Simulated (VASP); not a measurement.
Wanted: the native input for a VASP 6.6.1 run.

| Quantity | Value |
| --- | --- |
| Task | single point |
| Functional | PBE |
| Potentials or basis | VASP PAW PBE potentials, release 64 (O, B) |
| Cutoff | 520 eV |
| k mesh | 9 × 9 × 3 |
| Occupations | methfessel-paxton, width 0.025 eV |
| Spin | no spin polarisation |
| Dipole correction | no |
| Further INCAR settings | ALGO = Normal; EDIFF = 1e-06; NBANDS = 21 |

The structure of B2O lies in POSCAR:

```
B2O
1.0
    2.8790000000      0.0000000000      0.0000000000
   -1.4395000000      2.4932871375      0.0000000000
    0.0000000000      0.0000000000      7.0520000000
O B
2 4
Direct
    0.3333333333      0.6666666667      0.6940000000
    0.6666666667      0.3333333333      0.3060000000
    0.3333333333      0.6666666667      0.9770000000
    0.6666666667      0.3333333333      0.0230000000
    0.0000000000      0.0000000000      0.6200000000
    0.0000000000      0.0000000000      0.3800000000
```

The input as run:

INCAR

```
ALGO = Normal
EDIFF = 1E-6
ENCUT = 520
GGA = PE
ISIF = 2
ISMEAR = 1
LASPH = True
LCHARG = False
LREAL = False
LWAVE = False
NBANDS = 21
NELM = 60
PREC = Accurate
SIGMA = 0.025
```

KPOINTS

```
k-points
0
Gamma
  9 9 3
```

Potentials or basis: VASP PAW PBE potentials, release 64 (O, B).

Launch:

```sh
$ cat potpaw_PBE.64/O/POTCAR potpaw_PBE.64/B/POTCAR > POTCAR
$ mpirun -np 1 vasp_std > vasp.out
```

Results of the run:

| Quantity | Value |
| --- | --- |
| Pressure | -18.9 GPa |
| Largest force | 0.193 eV/Å |
| Band gap on the k mesh | zero (band 12 reaches 6.70 eV, above the bottom of band 13 at 5.50 eV) |

Run time: 24 s on 1 thread of Intel(R) Xeon(R) Platinum 8559C (Emerald Rapids), with other jobs on the host, peak memory 0.18 GiB.
